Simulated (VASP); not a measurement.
Input of a VASP 6.6.1 run:

INCAR

```
SYSTEM = Mo6H
  PREC = Accurate
  ENCUT = 520
  EDIFF = 1E-7
  ISMEAR = 0
  SIGMA = 0.1
  LREAL = .FALSE.
  LASPH = .TRUE.
  NELM = 100
  ALGO = Normal
  ISIF = 2
  LWAVE = .FALSE.
  LCHARG = .TRUE.
  LDIPOL = .TRUE.
  IDIPOL = 3
  DIPOL = 0.5 0.5 0.334
  GGA = PE
  LELF = .TRUE.
  LVHAR = .TRUE.
  LVACPOTAV = .TRUE.
  NBANDS = 52
```

The input KPOINTS:

```
regular mesh
0
G
  6 6 1
  0 0 0
```

Contents of POSCAR:

```
Mo6H
1.0
    4.4695765307      0.0000000000      0.0000000000
   -2.2347882654      3.8707668198      0.0000000000
    0.0000000000      0.0000000000     19.7595667350
Mo H
6 1
Direct
    0.6666666667      0.3333333333      0.2024335884
    0.3333333333      0.6666666667      0.2486060831
    0.0000000000      0.0000000000      0.2947785777
    0.6666666667      0.3333333333      0.3368821116
    0.3333333333      0.6666666667      0.3779725564
    0.0000000000      0.0000000000      0.4180034333
    0.1111111111      0.4444444444      0.4592487142
```

Potentials or basis: VASP PAW PBE potentials, release 64 (Mo_sv, H).

Launch:

```sh
$ cat potpaw_PBE.64/Mo_sv/POTCAR potpaw_PBE.64/H/POTCAR > POTCAR
$ mpirun -np 1 vasp_std > vasp.out
```

Task: Estimate the largest force.

Result: 1.800 eV/Å.

Task: Predict the band gap on the k mesh.

Result: Zero (an odd number of electrons rules out a gap without spin polarisation).

Forces on the atoms (eV/Å):
```
Mo  -0.002  0.057  1.800
Mo   0.012  0.020 -0.947
Mo  -0.059 -0.085 -1.180
Mo  -0.033 -0.271 -0.646
Mo   0.062 -0.218  0.668
Mo  -0.093  0.471  0.297
H    0.113  0.025  0.009
```
